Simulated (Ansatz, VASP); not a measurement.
**Two plane-wave programs on PbSe**

```
CELL_PARAMETERS angstrom
0.00000 2.95396 2.95396
2.95396 0.00000 2.95396
2.95396 2.95396 0.00000
ATOMIC_POSITIONS crystal
Pb 0.00000 0.00000 0.00000
Se 0.50000 0.50000 0.50000
```

Change from the starting cell: hydrostatic strain -3.8%.

Alike in both runs: task single point; functional r2SCAN; k mesh 8 × 8 × 8; occupations fermi-dirac, width 0.02 eV; no spin polarisation.

```csv
,VASP,Ansatz
version,VASP 6.6.1,Ansatz 0.2.0
potentials or method,"VASP PAW PBE potentials, release 64 (Pb_d, Se)","plane waves, PAW"
plane-wave cutoff (eV),520,500
valence electrons in the cell,20,30
```

Ansatz gave:

* pressure (GPa): 9.2

Question: What did VASP give for the same quantities?

Answer: Pressure (GPa): 9.3.

VASP's potentials were made for PBE, not for r2SCAN. VASP's potentials hold 20 valence electrons a cell and Ansatz's 30, so a difference there can come from the potentials and not from the codes.

Spin-orbit coupling is off throughout.
